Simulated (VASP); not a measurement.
# LiCaF3 (Pm-3m) in VASP: further runs

The runs below take LiCaF3 through single point, relaxation of cell and atoms, with PBEsol, PBE, PBE+D3(BJ).

All numbers are computed with VASP 6.6.1; they aren't measurements. Logs are shortened: lines on timing, memory, paths and dates and some standing lists are left out, and cuts for length are marked.

## (1) The cell of the first run

The structure is cubic, space group Pm-3m (No. 221). The conventional cell has a = 3.695 Å, b = 3.695 Å, c = 3.695 Å, α = 90.00°, β = 90.00°, γ = 90.00°. Li (site symmetry m-3m) has 6 F at 1.85 Å within 2.5 Å. Within 3.4 Å of Ca (site symmetry m-3m) lie 12 F at 2.61 Å and 8 Li at 3.20 Å. Within 2.5 Å of F (site symmetry 4/mmm) lie 2 Li at 1.85 Å.

## (2) Single point, PBEsol

Contents of INCAR:

```
ALGO     = Normal         # electronic algorithm
EDIFF    = 1E-6           # SCF threshold, eV
ENCUT    = 520            # plane-wave cutoff, eV
GGA      = PS             # functional
ISIF     = 2              # what is computed and relaxed
ISMEAR   = 0              # smearing method
LASPH    = True           # aspherical terms in the spheres
LCHARG   = True           # write CHGCAR
LELF     = True           # ELF
LREAL    = False          # projectors in reciprocal space
LVHAR    = True         
LWAVE    = False          # write WAVECAR
NBANDS   = 25             # bands
NELM     = 60             # most SCF steps
PREC     = Accurate       # precision mode
SIGMA    = 0.01           # smearing width, eV
```

Contents of KPOINTS:

```
k-points
0
Gamma
  4 4 4
```

Contents of POSCAR:

```
LiCaF3
1.0
    3.6950534258      0.0000000000      0.0000000000
    0.0000000000      3.6950534258      0.0000000000
    0.0000000000      0.0000000000      3.6950534258
Li Ca F
1 1 3
Direct
    0.5000000000      0.5000000000      0.5000000000
    0.0000000000      0.0000000000      0.0000000000
    0.0000000000      0.5000000000      0.5000000000
    0.5000000000      0.5000000000      0.0000000000
    0.5000000000      0.0000000000      0.5000000000
```

Potentials or basis: VASP PAW PBE potentials, release 64 (Li_sv, Ca_sv, F).

Launch:

```bash
> cat potpaw_PBE.64/Li_sv/POTCAR potpaw_PBE.64/Ca_sv/POTCAR potpaw_PBE.64/F/POTCAR > POTCAR
> mpirun -np 1 vasp_std > vasp.out
```

OUTCAR:

```text
EDIFF = 1E-6
   ENCUT = 520
   GGA = PS
   ISIF = 2
   ISMEAR = 0
   LASPH = True
   LREAL = False
   NELM = 60
   PREC = Accurate

 ion  position               nearest neighbor table
   1  0.500  0.500  0.500-   3 1.85   4 1.85   5 1.85   4 1.85   5 1.85   3 1.85
   2  0.000  0.000  0.000-
   3  0.000  0.500  0.500-   1 1.85   1 1.85
   4  0.500  0.500  0.000-   1 1.85   1 1.85
   5  0.500  0.000  0.500-   1 1.85   1 1.85

  LATTYP: Found a simple cubic cell.
 ALAT       =     3.6950534258

  Lattice vectors:

 A1 = (   3.6950534258,   0.0000000000,   0.0000000000)
 A2 = (   0.0000000000,   3.6950534258,   0.0000000000)
 A3 = (   0.0000000000,   0.0000000000,   3.6950534258)

Analysis of symmetry for initial positions (statically):
=====================================================================
 Subroutine PRICEL returns:
 Original cell was already a primitive cell.

 Routine SETGRP: Setting up the symmetry group for a
 simple cubic supercell.

 Subroutine GETGRP returns: Found 48 space group operations
 (whereof 48 operations were pure point group operations)
 out of a pool of 48 trial point group operations.

The static configuration has the point symmetry O_h .

Analysis of symmetry for dynamics (positions and initial velocities):
=====================================================================
 Subroutine PRICEL returns:
 Original cell was already a primitive cell.

 Routine SETGRP: Setting up the symmetry group for a
 simple cubic supercell.

 Subroutine GETGRP returns: Found 48 space group operations
 (whereof 48 operations were pure point group operations)
 out of a pool of 48 trial point group operations.

The dynamic configuration has the point symmetry O_h .

 Subroutine INISYM returns: Found 48 space group operations
 (whereof 48 operations are pure point group operations),
 and found     1 'primitive' translations

----------------------------------------------------------------------------------------

                                     Primitive cell

  volume of cell :      50.4501

  direct lattice vectors                    reciprocal lattice vectors
     3.695053426  0.000000000  0.000000000     0.270632082  0.000000000  0.000000000
     0.000000000  3.695053426  0.000000000     0.000000000  0.270632082  0.000000000
     0.000000000  0.000000000  3.695053426     0.000000000  0.000000000  0.270632082

  length of vectors
     3.695053426  3.695053426  3.695053426     0.270632082  0.270632082  0.270632082

  position of ions in fractional coordinates (direct lattice)
     0.500000000  0.500000000  0.500000000
     0.000000000  0.000000000  0.000000000
     0.000000000  0.500000000  0.500000000
     0.500000000  0.500000000  0.000000000
     0.500000000  0.000000000  0.500000000

  ion indices of the primitive-cell ions
   primitive index   ion index
                 1           1
                 2           2
                 3           3
                 4           4
                 5           5

----------------------------------------------------------------------------------------

 KPOINTS: k-points

Automatic generation of k-mesh.
 Grid dimensions read from file:
 generate k-points for:    4    4    4

 Generating k-lattice:

  Cartesian coordinates                     Fractional coordinates (reciprocal lattice)
     0.067658020  0.000000000  0.000000000     0.250000000  0.000000000  0.000000000
     0.000000000  0.067658020  0.000000000     0.000000000  0.250000000  0.000000000
     0.000000000  0.000000000  0.067658020     0.000000000  0.000000000  0.250000000

  Length of vectors
     0.067658020  0.067658020  0.067658020

  Shift w.r.t. Gamma in fractional coordinates (k-lattice)
     0.000000000  0.000000000  0.000000000

 Subroutine IBZKPT returns following result:
 ===========================================

 Found     10 irreducible k-points:

 Following reciprocal coordinates:
            Coordinates               Weight
  0.000000  0.000000  0.000000      1.000000
  0.250000  0.000000  0.000000      6.000000
  0.500000  0.000000  0.000000      3.000000
  0.250000  0.250000  0.000000     12.000000
  0.500000  0.250000  0.000000     12.000000
  0.500000  0.500000  0.000000      3.000000
  0.250000  0.250000  0.250000      8.000000
  0.500000  0.250000  0.250000     12.000000
  0.500000  0.500000  0.250000      6.000000
  0.500000  0.500000  0.500000      1.000000
   k-points           NKPTS =     10   k-points in BZ     NKDIM =     10   number of bands    NBANDS=     25
   number of dos      NEDOS =    301   number of ions     NIONS =      5
   total plane-waves  NPLWV =  21952
   dimension x,y,z NGX =    28 NGY =   28 NGZ =   28
   dimension x,y,z NGXF=    56 NGYF=   56 NGZF=   56
   ions per type =               1   1   3
   NGX,Y,Z   is equivalent  to a cutoff of  12.60, 12.60, 12.60 a.u.
   NGXF,Y,Z  is equivalent  to a cutoff of  25.20, 25.20, 25.20 a.u.
 SYSTEM =  unknown system
   PREC   = accura    normal or accurate (medium, high low for compatibility)
   ISTART =      0    job   : 0-new  1-cont  2-samecut
   ICHARG =      2    charge: 1-file 2-atom 10-const
   ISPIN  =      1    spin polarized calculation?
   LNONCOLLINEAR =      F non collinear calculations
   LSORBIT =      F    spin-orbit coupling
   LASPH  =      T    aspherical Exc in radial PAW
   ENCUT  =  520.0 eV  38.22 Ry    6.18 a.u.   6.87  6.87  6.87*2*pi/ulx,y,z
   NELM   =     60;   NELMIN=  2; NELMDL= -5     # of ELM steps
   EDIFF  = 0.1E-05   stopping-criterion for ELM
   LREAL  =      F    real-space projection
[... 7 lines left out ...]
   TEBEG  =    0.0;   TEEND  =   0.0 temperature during run
   PSTRESS=    0.0 pullay stress
   NELECT =      34.0000    total number of electrons
   NUPDOWN=      -1.0000    fix difference up-down
   EMIN   =  10.00;   EMAX   =-10.00  energy-range for DOS
   EFERMI =   0.00;   METHOD = LEGACY
   ISMEAR =     0;   SIGMA  =   0.01  broadening in eV -4-tet -1-fermi 0-gaus
   EFERMI_NEDOS =   21; number of points for ismear=-14 and -15
   IALGO  =     38    algorithm
   IMIX   =      4    mixing-type and parameters
     AMIX     =   0.40;   BMIX     =  1.00
     AMIX_MAG =   1.60;   BMIX_MAG =  1.00
  volume/ion in A,a.u.               =      10.09        68.09
  Fermi-wavevector in a.u.,A,eV,Ry     =   1.435315  2.712351 28.029740  2.060128
  Thomas-Fermi vector in A             =   2.554627
   LORBIT       =      0    0 simple, 1 ext, 2 COOP (PROOUT), +10 PAW based schemes
   GGA     = PS    functional components
   LHFCALC =     F    Hartree Fock is set to
   AEXX    =    0.0000 exact exchange contribution
   IVDW    =     0    specifies the selected vdW correction
   LEPSILON=     F    determine dielectric tensor
   LRPA    =     F    only Hartree local field effects (RPA)
 non-spin polarized calculation
 Gauss-broadening in eV      SIGMA  =   0.01
  energy-cutoff  :      520.00
  volume of cell :       50.45
 maximum number of plane-waves:      1382
 NGX is ok and might be reduce to    28
   NGX = 13   NGY = 13   NGZ = 13

 number of electron      33.9999950 magnetization

 Free energy of the ion-electron system (eV)
  ---------------------------------------------------
  ext. energy  EPLUGINS =         0.00000000
  ---------------------------------------------------
  free energy    TOTEN  =       -26.90930196 eV

  energy without entropy =      -26.90930196  energy(sigma->0) =      -26.90930196

 E-fermi :   0.4021     XC(G=0): -10.8213

 val. band max:        0.3058735292   @ k =   0.5000   0.5000   0.5000
 cond. band min:       6.8399891150   @ k =   0.0000   0.0000   0.0000
 fundamental gap:      6.5341155858
 Fermi energy:         0.4020679191

 k-point     1 :       0.0000    0.0000    0.0000
  band No.  band energies     occupation
      1     -39.1172      2.00000
      2     -36.9992      2.00000
      3     -20.0553      2.00000
      4     -19.0053      2.00000
      5     -19.0053      2.00000
      6     -18.0048      2.00000
[... 17 lines left out ...]
     24      18.3305      0.00000
     25      18.3306      0.00000

 k-point     2 :       0.2500    0.0000    0.0000
  band No.  band energies     occupation
      1     -39.1141      2.00000
      2     -36.9931      2.00000
      3     -20.0751      2.00000
      4     -19.2638      2.00000
      5     -18.9927      2.00000
      6     -17.9934      2.00000
[... 17 lines left out ...]
     24      15.5979      0.00000
     25      18.2188      0.00000

 k-point     3 :       0.5000    0.0000    0.0000
  band No.  band energies     occupation
      1     -39.1111      2.00000
      2     -36.9871      2.00000
      3     -20.0938      2.00000
      4     -19.4641      2.00000
      5     -18.9791      2.00000
      6     -17.9819      2.00000
[... 17 lines left out ...]
     24      11.9492      0.00000
     25      18.0566      0.00000

 k-point     4 :       0.2500    0.2500    0.0000
  band No.  band energies     occupation
      1     -39.1114      2.00000
      2     -36.9872      2.00000
      3     -20.0244      2.00000
      4     -19.3933      2.00000
      5     -19.0964      2.00000
      6     -17.9825      2.00000
[... 17 lines left out ...]
     24      15.3204      0.00000
     25      16.0417      0.00000

 k-point     5 :       0.5000    0.2500    0.0000
  band No.  band energies     occupation
      1     -39.1086      2.00000
      2     -36.9812      2.00000
      3     -19.9466      2.00000
      4     -19.5883      2.00000
      5     -19.1194      2.00000
      6     -17.9715      2.00000
[... 17 lines left out ...]
     24      12.3216      0.00000
     25      15.8386      0.00000

 k-point     6 :       0.5000    0.5000    0.0000
  band No.  band energies     occupation
      1     -39.1059      2.00000
      2     -36.9752      2.00000
      3     -19.6999      2.00000
      4     -19.6999      2.00000
      5     -19.3589      2.00000
      6     -17.9611      2.00000
[... 17 lines left out ...]
     24      12.9997      0.00000
     25      13.2271      0.00000

 k-point     7 :       0.2500    0.2500    0.2500
  band No.  band energies     occupation
      1     -39.1088      2.00000
      2     -36.9813      2.00000
      3     -19.9546      2.00000
      4     -19.3089      2.00000
      5     -19.3089      2.00000
      6     -17.9521      2.00000
[... 17 lines left out ...]
     24      15.6449      0.00000
     25      15.7733      0.00000

 k-point     8 :       0.5000    0.2500    0.2500
  band No.  band energies     occupation
      1     -39.1060      2.00000
      2     -36.9755      2.00000
      3     -19.8104      2.00000
      4     -19.5798      2.00000
      5     -19.2114      2.00000
      6     -18.0517      2.00000
[... 17 lines left out ...]
     24      13.2429      0.00000
     25      15.5067      0.00000

 k-point     9 :       0.5000    0.5000    0.2500
  band No.  band energies     occupation
      1     -39.1034      2.00000
      2     -36.9699      2.00000
      3     -19.5776      2.00000
      4     -19.5776      2.00000
      5     -19.3937      2.00000
      6     -18.0420      2.00000
[... 17 lines left out ...]
     24      14.0774      0.00000
     25      14.0774      0.00000

 k-point    10 :       0.5000    0.5000    0.5000
  band No.  band energies     occupation
      1     -39.1009      2.00000
      2     -36.9646      2.00000
      3     -19.4286      2.00000
      4     -19.4286      2.00000
      5     -19.4286      2.00000
      6     -18.1212      2.00000
[... 17 lines left out ...]
     24      15.3928      0.00000
     25      15.3928      0.00000

------------------------ aborting loop because EDIFF is reached ----------------------------------------

  FORCE on cell =-STRESS in cart. coord.  units (eV):
  Direction    XX          YY          ZZ          XY          YZ          ZX
  --------------------------------------------------------------------------------------
  -------------------------------------------------------------------------------------
  Total        0.0348796      0.0348796      0.0348796      0.0000000      0.0000000     -0.0000000
  in kB        1.1076940      1.1076940      1.1076940      0.0000000      0.0000000     -0.0000000
  external PRESSURE =       1.1076940 kB  Pullay stress =       0.0000000 kB

 VOLUME and BASIS-vectors are now :
 -----------------------------------------------------------------------------
  energy-cutoff  :      520.00
  volume of cell :       50.45
      direct lattice vectors                 reciprocal lattice vectors
     3.695053426  0.000000000  0.000000000     0.270632082  0.000000000  0.000000000
     0.000000000  3.695053426  0.000000000     0.000000000  0.270632082  0.000000000
     0.000000000  0.000000000  3.695053426     0.000000000  0.000000000  0.270632082

 POSITION                                       TOTAL-FORCE (eV/Angst)
 -----------------------------------------------------------------------------------
      1.84753      1.84753      1.84753         0.000000      0.000000      0.000000
      0.00000      0.00000      0.00000         0.000000      0.000000      0.000000
      0.00000      1.84753      1.84753         0.000000      0.000000      0.000000
      1.84753      1.84753      0.00000         0.000000      0.000000      0.000000
      1.84753      0.00000      1.84753         0.000000      0.000000      0.000000
 -----------------------------------------------------------------------------------
    total drift:                                0.000000      0.000000      0.000000

  FREE ENERGIE OF THE ION-ELECTRON SYSTEM (eV)
  ---------------------------------------------------
  free  energy   TOTEN  =       -26.9093019614 eV

  energy  without entropy=      -26.9093019614  energy(sigma->0) =      -26.90930196
```

Wall time 22 s (1 thread of Intel Xeon 8259CL, shared host); peak memory 0.16 GiB.

What came out:

```
Free energy            : -26.9093 eV
Band gap on the k mesh : 6.53 eV (least direct gap 6.65 eV)
```

Levels at points of the mesh, in eV from the valence-band top:
| k point | band 15 | band 16 | band 17 | band 18 | band 19 | band 20 |
| --- | --- | --- | --- | --- | --- | --- |
| (0.00, 0.00, 0.00) | -0.12 | -0.12 | -0.12 | 6.53 | 6.53 | 7.08 |
| (0.50, 0.00, 0.00) | -1.26 | -0.46 | -0.46 | 7.74 | 7.87 | 8.46 |
| (0.50, 0.50, 0.00) | -1.50 | -0.15 | -0.07 | 8.15 | 8.31 | 9.12 |
| (0.50, 0.50, 0.50) | 0.00 | 0.00 | 0.00 | 7.66 | 7.66 | 7.66 |

Caveat: the k points lie up to 0.43 Å⁻¹ apart; the cutoff is under 1.25 times the usual one of these potentials, so pressure, stress and relaxed cells hold a basis-set (Pulay) error; the PAW data sets were made with another functional, which shifts forces and pressure a little.

## (3) Single point, PBE

This run uses another cell than the first one, of 10.64 Å³/atom.

Contents of INCAR:

```
SYSTEM = LiCaF3
ALGO = Normal
EDIFF = 1E-6
ENCUT = 520
GGA = PE
ISIF = 2
ISMEAR = 0
LASPH = .True.
LCHARG = .False.
LREAL = .False.
LWAVE = .False.
NBANDS = 25
NELM = 80
PREC = Accurate
SIGMA = 0.01
```

Contents of KPOINTS:

```
k-points
0
Gamma
  4 4 4
  0 0 0
```

Edit POSCAR of step 2 so:

```diff
@@ -2,5 +2,5 @@
 1.0
-    3.6950534258      0.0000000000      0.0000000000
-    0.0000000000      3.6950534258      0.0000000000
-    0.0000000000      0.0000000000      3.6950534258
+    3.7612440000      0.0000000000      0.0000000000
+    0.0000000000      3.7612440000      0.0000000000
+    0.0000000000      0.0000000000      3.7612440000
 Li Ca F
```

Potentials or basis: VASP PAW PBE potentials, release 64 (Li_sv, Ca_sv, F).

Launch:

```bash
> cat potpaw_PBE.64/Li_sv/POTCAR potpaw_PBE.64/Ca_sv/POTCAR potpaw_PBE.64/F/POTCAR > POTCAR
> mpirun -np 1 vasp_std > vasp.out
```

It took 19 s on 1 thread of Intel Xeon 8259CL, shared host; peak memory 0.16 GiB.

Results (log left out):

```
Free energy            : -26.0887 eV
Band gap on the k mesh : 6.48 eV (least direct gap 6.59 eV)
```

Levels at points of the mesh, in eV from the valence-band top:
```csv
k point,band 15,band 16,band 17,band 18,band 19,band 20
"(0.00, 0.00, 0.00)",-0.11,-0.11,-0.11,6.48,6.48,6.85
"(0.50, 0.00, 0.00)",-1.18,-0.42,-0.42,7.54,7.64,8.21
"(0.50, 0.50, 0.00)",-1.39,-0.14,-0.06,7.89,8.05,8.78
"(0.50, 0.50, 0.50)",0.00,0.00,0.00,7.47,7.47,7.47
```

Caveat: the cutoff is under 1.25 times the usual one of these potentials, so pressure, stress and relaxed cells hold a basis-set (Pulay) error. A k mesh can miss the band edges.

## (4) Single point, PBE+D3(BJ)

This run uses another cell than the first one, of 10.30 Å³/atom.

Contents of INCAR:

```
SYSTEM = LiCaF3
PREC = Accurate ; ENCUT = 520
EDIFF = 1E-6 ; ISMEAR = 0
SIGMA = 0.01 ; LREAL = .False.
LASPH = .True. ; NELM = 80
ALGO = Normal ; ISIF = 2
LWAVE = .False. ; LCHARG = .False.
GGA = PE ; IVDW = 12
NBANDS = 25
```

Contents of KPOINTS:

```
Automatic mesh
0
Gamma
  4 4 4
  0 0 0
```

Edit POSCAR of step 3 so:

```diff
@@ -2,5 +2,5 @@
 1.0
-    3.7612440000      0.0000000000      0.0000000000
-    0.0000000000      3.7612440000      0.0000000000
-    0.0000000000      0.0000000000      3.7612440000
+    3.7199553503      0.0000000000      0.0000000000
+    0.0000000000      3.7199553503      0.0000000000
+    0.0000000000      0.0000000000      3.7199553503
 Li Ca F
```

Launch:

```bash
> cat potpaw_PBE.64/Li_sv/POTCAR potpaw_PBE.64/Ca_sv/POTCAR potpaw_PBE.64/F/POTCAR > POTCAR
> mpirun -np 1 vasp_std > vasp.out
```

Run time: 22 s. Hardware: 1 thread of Intel Xeon 8259CL, shared host; peak memory 0.17 GiB.

Results (log left out):

```yaml
Free_energy: -26.9667 eV
Band_gap_on_the_k_mesh: 6.56 eV (least direct gap 6.67 eV)
Dispersion_energy_per_atom: -0.179 eV
```

Levels at points of the mesh, in eV from the valence-band top:
| k point | band 15 | band 16 | band 17 | band 18 | band 19 | band 20 |
| --- | --- | --- | --- | --- | --- | --- |
| (0.00, 0.00, 0.00) | -0.12 | -0.12 | -0.12 | 6.56 | 6.56 | 7.11 |
| (0.50, 0.00, 0.00) | -1.22 | -0.44 | -0.44 | 7.68 | 7.80 | 8.36 |
| (0.50, 0.50, 0.00) | -1.44 | -0.15 | -0.06 | 8.06 | 8.21 | 8.98 |
| (0.50, 0.50, 0.50) | 0.00 | 0.00 | 0.00 | 7.61 | 7.61 | 7.61 |

Caveat: the k points lie up to 0.42 Å⁻¹ apart; the cutoff is under 1.25 times the usual one of these potentials, so pressure, stress and relaxed cells hold a basis-set (Pulay) error. A k mesh can miss the band edges.

[end of part 1 of 2]
